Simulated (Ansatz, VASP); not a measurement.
**As in VASP and in Ansatz**

```
CELL_PARAMETERS angstrom
-1.68424 1.68424 1.68424
1.68424 -1.68424 1.68424
1.68424 1.68424 -1.68424
ATOMIC_POSITIONS crystal
As 0.00000 0.00000 0.00000
```

Alike in both runs: functional PBE; k mesh 17 × 17 × 17; occupations fermi-dirac, width 0.05 eV; no spin polarisation.

Ansatz relaxed the structure, and its values are those at the end. VASP's run is a single point on that final structure, the one shown.

|  | VASP | Ansatz |
| --- | --- | --- |
| version | VASP 6.6.1 | Ansatz 0.2.0 |
| potentials or method | VASP PAW PBE potentials, release 64 (As), cutoff 520 eV | all-electron LAPW, non-relativistic |

```csv
,VASP,Ansatz,Ansatz less VASP
pressure (GPa),0.0,0.0,-0.01
```

Ansatz ran all-electron here, and VASP with PAW potentials.
